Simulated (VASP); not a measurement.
Write the native input for VASP 6.6.1 that does the following.

* Task: electric field gradients
* Functional: r2SCAN
* Potentials or basis: VASP PAW PBE potentials, release 64 (V_sv, Bi_d, O)
* Cutoff: 520 eV
* k mesh: 4 × 4 × 4
* Occupations: fermi-dirac, width 0.02 eV
* Spin: no spin polarisation
* Dipole correction: no
* Further INCAR settings: ALGO = Normal; EDIFF = 1e-08; NBANDS = 64

Crystal: VBiO4.

```
CELL_PARAMETERS angstrom
-3.65150 3.65150 3.29200
3.65150 -3.65150 3.29200
3.65150 3.65150 -3.29200
ATOMIC_POSITIONS crystal
V 0.50000 0.50000 0.00000
V 0.25000 0.75000 0.50000
Bi 0.75000 0.25000 0.50000
Bi 0.00000 0.00000 0.00000
O 0.15081 0.33250 0.81831
O 0.08250 0.76418 0.68169
O 0.51418 0.33250 0.18169
O 0.08250 0.40081 0.31831
O 0.59919 0.91750 0.68169
O 0.66750 0.84919 0.18169
O 0.23582 0.91750 0.31831
O 0.66750 0.48582 0.81831
```

One way to write it, as run:

POSCAR

```
VBiO4
1.0
   -3.6515000000      3.6515000000      3.2920000000
    3.6515000000     -3.6515000000      3.2920000000
    3.6515000000      3.6515000000     -3.2920000000
V Bi O
2 2 8
Direct
    0.5000000000      0.5000000000      0.0000000000
    0.2500000000      0.7500000000      0.5000000000
    0.7500000000      0.2500000000      0.5000000000
    0.0000000000      0.0000000000      0.0000000000
    0.1508117925      0.3324979492      0.8183138433
    0.0824979492      0.7641841059      0.6816861567
    0.5141841059      0.3324979492      0.1816861567
    0.0824979492      0.4008117925      0.3183138433
    0.5991882075      0.9175020508      0.6816861567
    0.6675020508      0.8491882075      0.1816861567
    0.2358158941      0.9175020508      0.3183138433
    0.6675020508      0.4858158941      0.8183138433
```

INCAR.step1

```
ALGO = Normal
EDIFF = 1E-4
ENCUT = 520
GGA = PE
ISMEAR = -1
LASPH = True
LCHARG = False
LREAL = False
LWAVE = True
NBANDS = 64
NELM = 100
PREC = Accurate
SIGMA = 0.02
```

INCAR.step2

```
ALGO = Normal
EDIFF = 1E-8
ENCUT = 520
ISIF = 2
ISMEAR = -1
ISTART = 1
LASPH = True
LCHARG = False
LEFG = True
LMIXTAU = True
LREAL = False
LWAVE = False
METAGGA = R2SCAN
NBANDS = 64
NELM = 100
PREC = Accurate
SIGMA = 0.02
```

KPOINTS

```
k-points
0
Gamma
  4 4 4
```

Potentials or basis: VASP PAW PBE potentials, release 64 (V_sv, Bi_d, O).

Launch:

```sh
$ cat potpaw_PBE.64/V_sv/POTCAR potpaw_PBE.64/Bi_d/POTCAR potpaw_PBE.64/O/POTCAR > POTCAR
$ cp INCAR.step1 INCAR
$ mpirun -np 1 vasp_std > vasp.out
$ cp INCAR.step2 INCAR
$ mpirun -np 1 vasp_std > vasp.out
```

Results of the run:

```yaml
Pressure: -3.0 GPa
Largest_force: 0.087 eV/Å
Band_gap_on_the_k_mesh: 3.10 eV (least direct gap 3.10 eV)
Largest_electric_field_gradient_by_atom: V -35.0; Bi +122.3; O -33.0 V/Å²
```

Caveat: without QUAD_EFG the Cq values of the log hold for a quadrupole moment of 1 mb, not for the nuclei; the PAW data sets were made with another functional, which shifts forces and pressure a little; spin-orbit coupling is left out, which moves the levels of the heavy elements.

Wall time 6.2 min on 1 thread of Intel(R) Xeon(R) 6975P-C (Granite Rapids) (shared host), peak memory 0.43 GiB.
